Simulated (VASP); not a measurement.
# Au: single point with PBE

Au:

```
Au
1.0
     0.00000    2.07826    2.07826
     2.07826    0.00000    2.07826
     2.07826    2.07826    0.00000
Au
1
Direct
  0.00000 0.00000 0.00000
```

```json
{"Program": "VASP 6.6.1", "Task": "single point", "Functional": "PBE", "Potentials or basis": "VASP PAW PBE potentials, release 64 (Au)", "Cutoff": "520 eV", "k mesh": "21 × 21 × 21", "Occupations": "fermi-dirac, width 0.1 eV", "Spin": "no spin polarisation", "Dipole correction": "no", "Further INCAR settings": "ALGO = Normal; EDIFF = 1e-06; NBANDS = 12"}
```

```yaml
Pressure: -0.1 GPa
```

Levels at points of the mesh, in eV from the Fermi level:
```csv
k point,band 3,band 4,band 5,band 6,band 7,band 8,band 9,band 10
"(0.00, 0.00, 0.00)",-4.45,-4.45,-3.07,-3.07,14.55,18.25,18.25,18.25
```

Run time: 27 s on 1 thread of Intel(R) Xeon(R) Platinum 8375C CPU @ 2.90GHz (Ice Lake), with other jobs on the host, peak memory 0.19 GiB.

Caveat: spin-orbit coupling is left out, which moves the levels of the heavy elements.
